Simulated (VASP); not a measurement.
**CdSe (Cadmoselite): single point with PBEsol**

Crystal: CdSe (Cadmoselite).

```
Cd Se
1.0
     4.01823    0.00000    0.00000
    -2.00912    3.47989    0.00000
     0.00000    0.00000    6.67381
Cd Se
2 2
Direct
  0.33333 0.66667 0.00740
  0.66667 0.33333 0.50740
  0.33333 0.66667 0.37760
  0.66667 0.33333 0.87760
```

```
Program             : VASP 6.6.1
Task                : single point
Functional          : PBEsol
Potentials or basis : VASP PAW PBE potentials, release 64 (Cd, Se)
Cutoff              : 520 eV
k mesh              : 6 × 6 × 4
Occupations         : gaussian, width 0.01 eV
Spin                : no spin polarisation
```

The pressure is 15.8 GPa and the band gap on the k mesh is 0.88 eV, direct.

Forces in eV/Å, atoms in the order of the input:
```
Cd   0.000  0.000  0.002
Cd   0.000  0.000  0.002
Se   0.000  0.000 -0.002
Se   0.000  0.000 -0.002
```

Levels at points of the mesh, in eV from the valence-band top:
| k point | band 14 | band 15 | band 16 | band 17 | band 18 | band 19 | band 20 | band 21 | band 22 | band 23 |
| --- | --- | --- | --- | --- | --- | --- | --- | --- | --- | --- |
| (0.00, 0.00, 0.00) | -1.07 | -1.07 | -0.17 | 0.00 | 0.00 | 0.88 | 2.37 | 5.76 | 5.76 | 5.79 |
| (0.50, 0.00, 0.00) | -4.59 | -3.73 | -2.60 | -2.03 | -1.06 | 3.13 | 3.36 | 4.42 | 6.25 | 6.58 |
| (0.00, 0.00, 0.50) | -3.36 | -0.57 | -0.57 | -0.57 | -0.57 | 2.59 | 2.59 | 5.95 | 5.95 | 6.22 |
| (0.50, 0.00, 0.50) | -5.37 | -2.02 | -2.02 | -1.89 | -1.89 | 2.70 | 2.70 | 4.70 | 4.70 | 8.07 |

It took 22 s on 1 thread of Intel(R) Xeon(R) 6975P-C (Granite Rapids), on a shared host, peak memory 0.21 GiB.

Caveat: the PAW data sets were made with another functional, which shifts forces and pressure a little.
